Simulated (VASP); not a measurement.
# GaN (F-43m) in VASP: settings compared, part 2 of 2

VASP 6.6.1.

### Step 4. Relaxation of cell and atoms, revPBE

This run uses another cell than the first one, of 11.44 Å³/atom, 0.957 times its volume.

Input file INCAR:

```
SYSTEM = GaN
PREC = Accurate
ENCUT = 600
EDIFF = 1E-7
ISMEAR = -1
SIGMA = 0.05
LREAL = .FALSE.
LASPH = .TRUE.
NELM = 60
ALGO = Normal
ISIF = 3
LWAVE = .FALSE.
LCHARG = .FALSE.
GGA = RE
IBRION = 2
NSW = 80
EDIFFG = -0.005
```

Input file KPOINTS:

```
regular mesh
0
G
  10 10 10
  0 0 0
```

Input file POSCAR:

```
GaN
1.0
    0.0000000000      2.2535006075      2.2535006075
    2.2535006075      0.0000000000      2.2535006075
    2.2535006075      2.2535006075      0.0000000000
Ga N
1 1
Direct
    0.0000000000      0.0000000000      0.0000000000
    0.2500000000      0.2500000000      0.2500000000
```

Potentials or basis: VASP PAW PBE potentials, release 64 (Ga_d, N).

Launch:

```sh
> cat potpaw_PBE.64/Ga_d/POTCAR potpaw_PBE.64/N/POTCAR > POTCAR
> mpirun -np 1 vasp_std > vasp.out
```

OUTCAR:

```text
SYSTEM = GaN
   PREC = Accurate
   ENCUT = 600
   EDIFF = 1E-7
   ISMEAR = -1
   LREAL = .FALSE.
   LASPH = .TRUE.
   NELM = 60
   ISIF = 3
   GGA = RE
   IBRION = 2
   NSW = 80
   EDIFFG = -0.005

 ion  position               nearest neighbor table
   1  0.000  0.000  0.000-   2 1.95   2 1.95   2 1.95   2 1.95
   2  0.250  0.250  0.250-   1 1.95   1 1.95   1 1.95   1 1.95

  LATTYP: Found a face centered cubic cell.
 ALAT       =     4.5070012150

  Lattice vectors:

 A1 = (   0.0000000000,   2.2535006075,   2.2535006075)
 A2 = (   2.2535006075,   0.0000000000,   2.2535006075)
 A3 = (   2.2535006075,   2.2535006075,   0.0000000000)

Analysis of symmetry for initial positions (statically):
=====================================================================
 Subroutine PRICEL returns:
 Original cell was already a primitive cell.

 Routine SETGRP: Setting up the symmetry group for a
 face centered cubic supercell.

 Subroutine GETGRP returns: Found 24 space group operations
 (whereof 24 operations were pure point group operations)
 out of a pool of 48 trial point group operations.

The static configuration has the point symmetry T_d .

Analysis of symmetry for dynamics (positions and initial velocities):
=====================================================================
 Subroutine PRICEL returns:
 Original cell was already a primitive cell.

 Routine SETGRP: Setting up the symmetry group for a
 face centered cubic supercell.

 Subroutine GETGRP returns: Found 24 space group operations
 (whereof 24 operations were pure point group operations)
 out of a pool of 48 trial point group operations.

The dynamic configuration has the point symmetry T_d .

 Subroutine INISYM returns: Found 24 space group operations
 (whereof 24 operations are pure point group operations),
 and found     1 'primitive' translations

[... 125 lines left out ...]
 conjugate gradient relaxation of ions
 non-spin polarized calculation
  energy-cutoff  :      600.00
  volume of cell :       22.89
 maximum number of plane-waves:       785
 NGX is ok and might be reduce to    28
   NGX = 13   NGY = 13   NGZ = 13

--------------------------------------- Ionic step        1  -------------------------------------------

 number of electron      18.0000005 magnetization

 Free energy of the ion-electron system (eV)
  ---------------------------------------------------
  ext. energy  EPLUGINS =         0.00000000
  ---------------------------------------------------
  free energy    TOTEN  =       -11.43798381 eV

  energy without entropy =      -11.43798381  energy(sigma->0) =      -11.43798381

------------------------ aborting loop because EDIFF is reached ----------------------------------------

  FORCE on cell =-STRESS in cart. coord.  units (eV):
  Direction    XX          YY          ZZ          XY          YZ          ZX
  --------------------------------------------------------------------------------------
  -------------------------------------------------------------------------------------
  Total        1.1116295      1.1116295      1.1116295      0.0000000     -0.0000000     -0.0000000
  in kB       77.8157664     77.8157664     77.8157664      0.0000000     -0.0000000     -0.0000000
  external PRESSURE =      77.8157664 kB  Pullay stress =       0.0000000 kB
[... 59 lines left out ...]
--------------------------------------- Ionic step        3  -------------------------------------------

 number of electron      17.9999998 magnetization

 Free energy of the ion-electron system (eV)
  ---------------------------------------------------
  ext. energy  EPLUGINS =         0.00000000
  ---------------------------------------------------
  free energy    TOTEN  =       -11.46180765 eV

  energy without entropy =      -11.46180765  energy(sigma->0) =      -11.46180765

 E-fermi :   5.7039     XC(G=0): -11.2888

 val. band max:        4.9179615415   @ k =   0.0000   0.0000   0.0000
 cond. band min:       6.3996257752   @ k =   0.0000   0.0000   0.0000
 fundamental gap:      1.4816642337
 Fermi energy:         5.7038942448

 k-point     1 :       0.0000    0.0000    0.0000
  band No.  band energies     occupation
      1     -10.6834      2.00000
      2      -8.5017      2.00000
      3      -8.5017      2.00000
      4      -8.5017      2.00000
      5      -8.2242      2.00000
      6      -8.2242      2.00000
      7       4.9180      2.00000
      8       4.9180      2.00000
      9       4.9180      2.00000
     10       6.3996      0.00000
     11      14.9995      0.00000
     12      14.9995      0.00000
     13      14.9995      0.00000
[... 354 lines left out ...]
  band No.  band energies     occupation
      1      -9.8661      2.00000
      2      -8.3807      2.00000
      3      -8.3057      2.00000
      4      -8.3054      2.00000
      5      -8.1710      2.00000
      6      -7.2594      2.00000
      7       0.0087      2.00000
      8       2.5870      2.00000
      9       2.8938      2.00000
     10       9.3505      0.00000
     11      11.8095      0.00000
     12      15.5855      0.00000
     13      17.4578      0.00000

 [... further k-points ...]
[... 5 lines left out ...]
  --------------------------------------------------------------------------------------
  -------------------------------------------------------------------------------------
  Total       -0.0035765     -0.0035765     -0.0035765     -0.0000000      0.0000000      0.0000000
  in kB       -0.2396465     -0.2396465     -0.2396465     -0.0000000      0.0000000      0.0000000
  external PRESSURE =      -0.2396465 kB  Pullay stress =       0.0000000 kB
[... 17 lines left out ...]
  FREE ENERGIE OF THE ION-ELECTRON SYSTEM (eV)
  ---------------------------------------------------
  free  energy   TOTEN  =       -11.4618076510 eV

  energy  without entropy=      -11.4618076479  energy(sigma->0) =      -11.46180765

 reached required accuracy - stopping structural energy minimisation
```

OSZICAR:

```text
N       E                     dE             d eps       ncg     rms          rms(c)
DAV:   1     0.925541397641E+02    0.92554E+02   -0.10584E+04  1331   0.271E+03
DAV:   2    -0.580427087384E+01   -0.98358E+02   -0.93487E+02  1387   0.378E+02
DAV:   3    -0.132766215440E+02   -0.74724E+01   -0.74255E+01  1397   0.948E+01
[... 28 lines left out ...]
DAV:   5    -0.114618141018E+02   -0.33194E-04   -0.39002E-04  1530   0.296E-01    0.203E-02
DAV:   6    -0.114618068930E+02    0.72088E-05   -0.13805E-05  1385   0.454E-02    0.111E-02
DAV:   7    -0.114618073425E+02   -0.44952E-06   -0.39064E-06  1486   0.341E-02    0.438E-03
DAV:   8    -0.114618076745E+02   -0.33204E-06   -0.59134E-07  1430   0.186E-02    0.481E-04
DAV:   9    -0.114618076510E+02    0.23580E-07   -0.60202E-08   836   0.340E-03
   3 F= -.11461808E+02 E0= -.11461808E+02  d E =-.238238E-01
```

It took 33 s on 1 thread of Intel Xeon Platinum 8488C (Sapphire Rapids), shared host; peak memory 0.17 GiB.

What came out:

| Property | Result |
| --- | --- |
| Free energy | -11.4618 eV |
| Relaxed volume | 11.96 Å³/atom |
| Relaxed cell | a = 3.234 Å, b = 3.234 Å, c = 3.234 Å, α = 60.00°, β = 60.00°, γ = 60.00° |
| Space group after relaxing (to 0.05 Å) | F-43m (No. 216) |
| Energy gained by relaxing | 11.9 meV/atom |
| Ionic steps | 3 |
| Pressure after relaxing | 0.0 GPa |
| Band gap on the k mesh | 1.48 eV, direct |

The path:
| step | energy change (eV) | largest force (eV/Å) | pressure (GPa) | volume (Å³) |
| --- | --- | --- | --- | --- |
| 1 | 0.0000 | 0.0000 | 7.78 | 22.89 |
| 2 | -0.0089 | 0.0000 | -5.24 | 24.78 |
| 3 | -0.0238 | 0.0000 | -0.02 | 23.91 |

Final structure:
```
CELL_PARAMETERS angstrom
0.00000 2.28659 2.28659
2.28659 0.00000 2.28659
2.28659 2.28659 0.00000
ATOMIC_POSITIONS crystal
Ga 0.00000 0.00000 0.00000
N 0.25000 0.25000 0.25000
```

Levels at points of the mesh, in eV from the valence-band top:
```csv
k point,band 7,band 8,band 9,band 10,band 11,band 12
"(0.00, 0.00, 0.00)",0.00,0.00,0.00,1.48,10.08,10.08
"(0.50, 0.00, 0.00)",-6.73,-0.91,-0.91,4.40,8.57,10.18
"(0.50, 0.50, 0.00)",-5.92,-2.54,-2.54,3.38,6.47,11.51
```

Caveat: the PAW data sets were made with another functional, which shifts forces and pressure a little. Expect the measured gap to be larger: semilocal functionals such as revPBE lack the derivative discontinuity.

### Step 5. Summary

```tsv
task	level	cell	cutoff (eV)	gap on the mesh (eV)	pressure (GPa)
single point	revPBE	a = 3.234 Å, angles 60.0°, 2 atoms	520	1.48	0.1
single point	PBE	a = 3.216 Å, angles 60.0°, 2 atoms	520	1.55	0.2
relaxation of cell and atoms	revPBE	relaxed from a = 3.187 Å, angles 60.0°, 2 atoms	600	1.48	0.0
```

Alike in all rows: potentials or basis VASP PAW PBE potentials, release 64 (Ga_d, N); no spin polarisation; k mesh 10 × 10 × 10; smearing fermi-dirac 0.05 eV.

Caveats: the PAW data sets were made with another functional, which shifts forces and pressure a little (some runs).

Absolute energies hang on the potentials; compare differences alone.
